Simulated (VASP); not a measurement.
Input of a VASP 6.6.1 run:

File INCAR:

```
SYSTEM = Ag
  PREC = Accurate
  ENCUT = 520
  EDIFF = 1E-6
  ISMEAR = -1
  SIGMA = 0.05
  LREAL = .FALSE.
  LASPH = .TRUE.
  NELM = 80
  ALGO = Normal
  ISIF = 2
  LWAVE = .FALSE.
  LCHARG = .FALSE.
  GGA = PS
  NBANDS = 18
```

File KPOINTS:

```
Automatic mesh
0
G
  15 15 8
  0 0 0
```

The input POSCAR:

```
Ag
1.0
    2.5166461286      0.0000000000      0.0000000000
   -1.2583230643      2.1794794797      0.0000000000
    0.0000000000      0.0000000000      4.1334165986
Ag
2
Direct
    0.3333333333      0.6666666667      0.2500000000
    0.6666666667      0.3333333333      0.7500000000
```

Potentials or basis: VASP PAW PBE potentials, release 64 (Ag).

Run with:

```console
$ cat potpaw_PBE.64/Ag/POTCAR > POTCAR
$ mpirun -np 1 vasp_std > vasp.out
```

(1) Predict the band gap on the k mesh.

(2) What does it give for the pressure?

Results:

(1) zero (bands 11 and 12 overlap by 9.75 eV).

(2) 132.7 GPa.

Caveat: the cell stands under pressure; the PAW data sets were made with another functional, which shifts forces and pressure a little.
